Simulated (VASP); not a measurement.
Set up this calculation in VASP 6.6.1, as the native input.

```yaml
Task: single point
Functional: PBE
Potentials_or_basis: VASP PAW PBE potentials, release 64 (Ga_d, N)
Cutoff: 520 eV
k_mesh: 6 × 4 × 4
Occupations: gaussian, width 0.1 eV
Spin: no spin polarisation
Dipole_correction: no
Further_INCAR_settings: ALGO = Normal; EDIFF = 1e-06; NBANDS = 46
```

The structure of GaN lies in POSCAR:

```
GaN
1.0
    2.2762278930      2.2748295686     -0.0002776138
    2.2753897182     -2.2745807828      4.5452316035
    2.2751255511     -2.2731555999     -4.5444100919
Ga N
4 4
Direct
    0.0000071490     -0.0000036946      0.0000190687
    0.5000141509      0.5000013601      1.0000251521
    0.5000121286      0.9999957534      0.5000173984
    0.0000224007      0.5000002543      0.5000283649
    0.4999936361      0.3750025739      0.6249805047
   -0.0000124436      0.8750030009      0.6249737057
    0.9999843466      0.3749985995      0.1249834676
    0.4999786317      0.8750021527      0.1249723379
```

These files were run (other wordings do the same):

INCAR

```
SYSTEM = GaN
  PREC = Accurate
  ENCUT = 520
  EDIFF = 1E-6
  ISMEAR = 0
  SIGMA = 0.1
  LREAL = .False.
  LASPH = .True.
  NELM = 100
  ALGO = Normal
  ISIF = 2
  LWAVE = .False.
  LCHARG = .False.
  GGA = PE
  NBANDS = 46
```

KPOINTS

```
Automatic mesh
0
Gamma
  6 4 4
  0 0 0
```

Potentials or basis: VASP PAW PBE potentials, release 64 (Ga_d, N).

Run with:

```bash
$ cat potpaw_PBE.64/Ga_d/POTCAR potpaw_PBE.64/N/POTCAR > POTCAR
$ mpirun -np 1 vasp_std > vasp.out
```

It gave:

```json
{
 "Pressure": "0.1 GPa",
 "Band gap on the k mesh": "1.54 eV"
}
```

Run time: 94 s on 1 thread of Intel(R) Xeon(R) 6975P-C (Granite Rapids) (shared host), peak memory 0.3 GiB.
